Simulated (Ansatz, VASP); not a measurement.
# Sn in VASP and in Ansatz

```
Sn
1.0
    -2.88012    2.88012    1.56665
     2.88012   -2.88012    1.56665
     2.88012    2.88012   -1.56665
Sn
2
Direct
  0.00000 0.00000 0.00000
  0.75000 0.25000 0.50000
```

Change from the starting cell: volume scaled by 0.94.

Alike in both runs: task single point; functional LDA; k mesh 9 × 9 × 9; occupations fermi-dirac, width 0.05 eV; no spin polarisation.

```csv
,VASP,Ansatz
version,VASP 6.6.1,Ansatz 0.2.0
potentials or method,"VASP PAW LDA potentials, release 64 (Sn_d), cutoff 520 eV","all-electron LAPW, scalar-relativistic"
```

|  | VASP | Ansatz | Ansatz less VASP |
| --- | --- | --- | --- |
| gap on the k mesh at the Fermi level (eV) | none | none | - |
| pressure (GPa) | 0.5 | 0.5 | 0.00 |
| traceless stress, the component that is largest in VASP (GPa) | -0.43 | -0.42 | +0.002 |

LDA's correlation is that of Perdew and Zunger in VASP and of Perdew and Wang (1992) in Ansatz. A gap of «none» marks a metal or a gap that the smearing closes. Ansatz ran all-electron here, and VASP with PAW potentials.
